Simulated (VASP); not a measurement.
## Cr: single point with PBE

Crystal: Cr.

```
CELL_PARAMETERS angstrom
3.89271 0.00000 0.00186
-1.94635 3.37118 -0.00186
-1.94594 1.12349 0.85105
ATOMIC_POSITIONS crystal
Cr 0.00000 0.00000 0.00000
```

| Quantity | Value |
| --- | --- |
| Program | VASP 6.6.1 |
| Task | single point |
| Functional | PBE |
| Potentials or basis | VASP PAW PBE potentials, release 64 (Cr_pv) |
| Cutoff | 520 eV |
| k mesh | 9 × 9 × 39 |
| Occupations | gaussian, width 0.1 eV |
| Spin | no spin polarisation |
| Dipole correction | no |
| Further INCAR settings | ALGO = Fast; EDIFF = 1e-07; NBANDS = 12; ISYM = 0 |

```json
{"Pressure": "9.1 GPa", "Band gap on the k mesh": "zero (bands 6 and 7 overlap by 2.56 eV)"}
```

Stress tensor (GPa, compression positive):
```
13.81 -0.03  0.01
-0.03 13.77 -0.01
 0.01 -0.01 -0.18
```

Levels at points of the mesh, in eV from the Fermi level:
```
           k point  band 2  band 3  band 4  band 5  band 6  band 7  band 8  band 9  band 10  band 11
(0.00, 0.00, 0.00)  -42.66  -42.66   -7.99   -1.32   -1.32   -0.43    1.23    1.23     7.11    21.88
```

Wall time 13 min on 1 thread of Intel Xeon 8259CL, with other jobs on the host, peak memory 0.34 GiB.

Caveat: the stress differs along the axes, from -0 to 14 GPa; the run has no spin polarisation, though such a crystal can be magnetic. Spin polarisation is off, so any magnetic state and its effect on volume and gap are missing.
